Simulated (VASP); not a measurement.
# Al (I4/mmm) in VASP: notebook, part 2 of 2

VASP 6.6.1. The steps go on from the part before.

## 3. Single point, PBE (strain -0.0150 x Voigt [0, 0, 1, 0, 0, 0])

The input, INCAR:

```
SYSTEM = Al
PREC = Accurate
ENCUT = 520
EDIFF = 1E-6
ISMEAR = 0
SIGMA = 0.15
LREAL = .FALSE.
LASPH = .TRUE.
NELM = 60
ALGO = Normal
ISIF = 2
LWAVE = .FALSE.
LCHARG = .FALSE.
GGA = PE
NBANDS = 8
```

The input, KPOINTS:

```
regular mesh
0
G
  20 20 20
  0 0 0
```

The input, POSCAR:

```
Al
1.0
    0.0000000000      2.0239800000      1.9936203000
    2.0239800000      0.0000000000      1.9936203000
    2.0239800000      2.0239800000      0.0000000000
Al
1
Direct
    0.0000000000      0.0000000000      0.0000000000
```

Potentials or basis: VASP PAW PBE potentials, release 64 (Al).

Launch:

```
$ cat potpaw_PBE.64/Al/POTCAR > POTCAR
$ mpirun -np 1 vasp_std > vasp.out
```

OUTCAR:

```text
SYSTEM = Al
   PREC = Accurate
   ENCUT = 520
   EDIFF = 1E-6
   ISMEAR = 0
   LREAL = .FALSE.
   LASPH = .TRUE.
   NELM = 60
   ISIF = 2
   GGA = PE

 ion  position               nearest neighbor table
   1  0.000  0.000  0.000-

  LATTYP: Found a body centered tetragonal cell.
 ALAT       =     2.8623399660
 C/A-ratio  =     1.3930003589

  Lattice vectors:

 A1 = (   0.0000000000,  -2.0239800000,  -1.9936203000)
 A2 = (   0.0000000000,   2.0239800000,  -1.9936203000)
 A3 = (   2.0239800000,   0.0000000000,   1.9936203000)

Analysis of symmetry for initial positions (statically):
=====================================================================
 Subroutine PRICEL returns:
 Original cell was already a primitive cell.

 Routine SETGRP: Setting up the symmetry group for a
 body centered tetragonal supercell.

 Subroutine GETGRP returns: Found 16 space group operations
 (whereof 16 operations were pure point group operations)
 out of a pool of 16 trial point group operations.

The static configuration has the point symmetry D_4h.

Analysis of symmetry for dynamics (positions and initial velocities):
=====================================================================
 Subroutine PRICEL returns:
 Original cell was already a primitive cell.

 Routine SETGRP: Setting up the symmetry group for a
 body centered tetragonal supercell.

 Subroutine GETGRP returns: Found 16 space group operations
 (whereof 16 operations were pure point group operations)
 out of a pool of 16 trial point group operations.

The dynamic configuration has the point symmetry D_4h.

 Subroutine INISYM returns: Found 16 space group operations
 (whereof 16 operations are pure point group operations),
 and found     1 'primitive' translations

----------------------------------------------------------------------------------------

                                     Primitive cell

  volume of cell :      16.3337

[... 109 lines left out ...]
  Thomas-Fermi vector in A             =   2.056983
   LORBIT       =      0    0 simple, 1 ext, 2 COOP (PROOUT), +10 PAW based schemes
   GGA     = PE    functional components
   LHFCALC =     F    Hartree Fock is set to
   AEXX    =    0.0000 exact exchange contribution
   IVDW    =     0    specifies the selected vdW correction
   LEPSILON=     F    determine dielectric tensor
   LRPA    =     F    only Hartree local field effects (RPA)
 non-spin polarized calculation
 Gauss-broadening in eV      SIGMA  =   0.15
  energy-cutoff  :      520.00
  volume of cell :       16.33
 maximum number of plane-waves:       452
 NGX is ok and might be reduce to    24
   NGX = 11   NGY = 11   NGZ = 11

 number of electron       3.0000000 magnetization

 Free energy of the ion-electron system (eV)
  ---------------------------------------------------
  ext. energy  EPLUGINS =         0.00000000
  ---------------------------------------------------
  free energy    TOTEN  =        -3.74731728 eV

  energy without entropy =       -3.74264713  energy(sigma->0) =       -3.74498220

 E-fermi :   8.1446     XC(G=0): -10.2335

 val. band max:        8.1338377586   @ k =  -0.3000   0.0000   0.2500
 cond. band min:       8.1501313224   @ k =   0.4500   0.2000   0.0500
 fundamental gap:      0.0162935638
 Fermi energy:         8.1446241353

 k-point     1 :       0.0000    0.0000    0.0000
  band No.  band energies     occupation
      1      -3.0987      2.00000
      2      20.7297      0.00000
      3      20.7297      0.00000
      4      20.8935      0.00000
      5      22.3192      0.00000
      6      22.3680      0.00000
      7      22.3680      0.00000
      8      24.6485      0.00000
[... 243 lines left out ...]
 k-point    24 :      -0.3500    0.0500    0.0000
  band No.  band energies     occupation
      1       0.5821      2.00000
      2       7.5805      2.00000
      3      17.6982      0.00000
      4      19.8344      0.00000
      5      19.9818      0.00000
      6      21.4216      0.00000
      7      23.0698      0.00000
      8      26.0258      0.00000

 [... further k-points ...]

------------------------ aborting loop because EDIFF is reached ----------------------------------------

  FORCE on cell =-STRESS in cart. coord.  units (eV):
  Direction    XX          YY          ZZ          XY          YZ          ZX
  --------------------------------------------------------------------------------------
  -------------------------------------------------------------------------------------
  Total        0.0678924      0.0678924      0.0883236      0.0000000      0.0000000      0.0000000
  in kB        6.6595844      6.6595844      8.6636853      0.0000000      0.0000000      0.0000000
  external PRESSURE =       7.3276180 kB  Pullay stress =       0.0000000 kB

 VOLUME and BASIS-vectors are now :
 -----------------------------------------------------------------------------
  energy-cutoff  :      520.00
  volume of cell :       16.33
      direct lattice vectors                 reciprocal lattice vectors
     0.000000000  2.023980000  1.993620300    -0.247038014  0.247038014  0.250800014
     2.023980000  0.000000000  1.993620300     0.247038014 -0.247038014  0.250800014
     2.023980000  2.023980000  0.000000000     0.247038014  0.247038014 -0.250800014

 POSITION                                       TOTAL-FORCE (eV/Angst)
 -----------------------------------------------------------------------------------
      0.00000      0.00000      0.00000         0.000000     -0.000000      0.000000
 -----------------------------------------------------------------------------------
    total drift:                               -0.000000      0.000000      0.000000

  FREE ENERGIE OF THE ION-ELECTRON SYSTEM (eV)
  ---------------------------------------------------
  free  energy   TOTEN  =        -3.7473172754 eV

  energy  without entropy=       -3.7426471313  energy(sigma->0) =       -3.74498220
```

OSZICAR:

```text
N       E                     dE             d eps       ncg     rms          rms(c)
DAV:   1    -0.233891059991E+01   -0.23389E+01   -0.85535E+02 10288   0.203E+02
DAV:   2    -0.376303657883E+01   -0.14241E+01   -0.13482E+01 14408   0.186E+01
DAV:   3    -0.377009392461E+01   -0.70573E-02   -0.70508E-02 13264   0.146E+00
DAV:   4    -0.377011125045E+01   -0.17326E-04   -0.17326E-04 15880   0.618E-02
DAV:   5    -0.377011127953E+01   -0.29083E-07   -0.29570E-07 13632   0.153E-03    0.132E+00
DAV:   6    -0.375692575524E+01    0.13186E-01   -0.16223E-03 13504   0.192E-01    0.767E-01
DAV:   7    -0.374732410715E+01    0.96016E-02   -0.48705E-03 13304   0.311E-01    0.149E-01
DAV:   8    -0.374731919553E+01    0.49116E-05   -0.13357E-05 14792   0.262E-02    0.931E-03
DAV:   9    -0.374731761640E+01    0.15791E-05   -0.81798E-07 14448   0.401E-03    0.665E-04
DAV:  10    -0.374731727536E+01    0.34104E-06   -0.33918E-09  9448   0.415E-04
   1 F= -.37473173E+01 E0= -.37449822E+01  d E =-.467014E-02
```

stdout:

```text
POSCAR found type information on POSCAR Al
 POSCAR found :  1 types and       1 ions
 scaLAPACK will be used
 LDA part: xc-table for (Slater+PW92), standard interpolation
 POSCAR, INCAR and KPOINTS ok, starting setup
 FFT: planning ... GRIDC
 FFT: planning ... GRID_SOFT
 FFT: planning ... GRID
 WAVECAR not read
 entering main loop
```

Wall time 21 s (1 thread of Intel Xeon 6975P-C (Granite Rapids), shared host); peak memory 0.19 GiB.

Results:

```
Free energy : -3.7473 eV
Pressure    : 0.7 GPa
```

Stress tensor (GPa, compression positive):
```
0.67 0.00 0.00
0.00 0.67 0.00
0.00 0.00 0.87
```

Caveat: the cell differs from its parent crystal (strain -0.0150 x Voigt [0, 0, 1, 0, 0, 0]).

## 4. Single point, PBE (strain +0.0150 x Voigt [0, 0, 1, 0, 0, 0])

The input, INCAR:

```
SYSTEM = Al
PREC = Accurate
ENCUT = 520
EDIFF = 1E-6
ISMEAR = 0
SIGMA = 0.15
LREAL = .False.
LASPH = .True.
NELM = 100
ALGO = Fast
ISIF = 2
LWAVE = .False.
LCHARG = .False.
GGA = PE
NBANDS = 8
```

The input, KPOINTS:

```
Automatic mesh
0
Gamma
  20 20 20
  0 0 0
```

The input, POSCAR:

```
Al
1.0
    0.0000000000      2.0239800000      2.0543397000
    2.0239800000      0.0000000000      2.0543397000
    2.0239800000      2.0239800000      0.0000000000
Al
1
Direct
    0.0000000000      0.0000000000      0.0000000000
```

Launch:

```
$ cat potpaw_PBE.64/Al/POTCAR > POTCAR
$ mpirun -np 1 vasp_std > vasp.out
```

Run time: 21 s. Hardware: 1 thread of Intel Xeon 6975P-C (Granite Rapids), shared host; peak memory 0.19 GiB.

It converged, with:

```
Free energy : -3.7459 eV
Pressure    : -1.5 GPa
```

Stress tensor (GPa, compression positive):
```
-1.38  0.00  0.00
 0.00 -1.38  0.00
 0.00  0.00 -1.83
```

Levels at points of the mesh, in eV from the Fermi level:
| k point | band 1 | band 2 | band 3 | band 4 | band 5 | band 6 |
| --- | --- | --- | --- | --- | --- | --- |
| (0.00, 0.00, 0.00) | -11.04 | 12.36 | 12.53 | 12.53 | 13.80 | 13.80 |
| (0.50, 0.00, 0.00) | -4.55 | -4.39 | 10.97 | 11.16 | 11.34 | 11.50 |
| (0.50, 0.50, 0.00) | -3.05 | -1.84 | 5.32 | 5.64 | 5.64 | 9.03 |
| (0.50, 0.00, 0.50) | -2.85 | -1.54 | 5.16 | 5.32 | 5.43 | 8.75 |

Caveat: the cell differs from its parent crystal (strain +0.0150 x Voigt [0, 0, 1, 0, 0, 0]).

## 5. Single point, PBE (strain +0.0300 x Voigt [0, 0, 1, 0, 0, 0])

The input, INCAR:

```
ALGO = Fast ; EDIFF = 1E-6
ENCUT = 520 ; GGA = PE
ISIF = 2 ; ISMEAR = 0
LASPH = T ; LCHARG = F
LREAL = F ; LWAVE = F
NBANDS = 8 ; NELM = 80
PREC = Accurate ; SIGMA = 0.15
```

The input, KPOINTS:

```
k-points
0
Gamma
  20 20 20
```

The input, POSCAR:

```
Al
1.0
    0.0000000000      2.0239800000      2.0846994000
    2.0239800000      0.0000000000      2.0846994000
    2.0239800000      2.0239800000      0.0000000000
Al
1
Direct
    0.0000000000      0.0000000000      0.0000000000
```

Launch:

```
$ cat potpaw_PBE.64/Al/POTCAR > POTCAR
$ mpirun -np 1 vasp_std > vasp.out
```

It took 21 s on 1 thread of Intel Xeon 6975P-C (Granite Rapids), shared host; peak memory 0.19 GiB.

It converged, with:

- Free energy: -3.7417 eV
- Pressure: -2.5 GPa

Stress tensor (GPa, compression positive):
```
-2.06  0.00  0.00
 0.00 -2.06  0.00
 0.00  0.00 -3.46
```

Levels at points of the mesh, in eV from the Fermi level:
```csv
k point,band 1,band 2,band 3,band 4,band 5
"(0.00, 0.00, 0.00)",-10.93,12.19,12.51,12.51,13.60
"(0.50, 0.00, 0.00)",-4.49,-4.37,10.61,10.91,11.37
"(0.50, 0.50, 0.00)",-3.14,-2.03,5.44,5.76,5.76
"(0.50, 0.00, 0.50)",-2.74,-1.43,5.11,5.13,5.34
```

Caveat: the cell differs from its parent crystal (strain +0.0300 x Voigt [0, 0, 1, 0, 0, 0]).

## 6. Overview

| cell | gap on the mesh (eV) | pressure (GPa) |
| --- | --- | --- |
| a = 2.820, b = 2.820, c = 2.862 Å, angles 59.5, 59.5, 61.0°, 1 atom | none | 2.1 |
| a = 2.841, b = 2.841, c = 2.862 Å, angles 59.8, 59.8, 60.5°, 1 atom | none | 0.7 |
| a = 2.884, b = 2.884, c = 2.862 Å, angles 60.2, 60.2, 59.5°, 1 atom | none | -1.5 |
| a = 2.906, b = 2.906, c = 2.862 Å, angles 60.5, 60.5, 59.0°, 1 atom | none | -2.5 |

Alike in all rows: task single point; level PBE; potentials or basis VASP PAW PBE potentials, release 64 (Al); no spin polarisation; k mesh 20 × 20 × 20; cutoff (eV) 520; smearing gaussian 0.15 eV.

Total energies depend on the potentials used, so only differences within one code and one set of settings carry meaning.
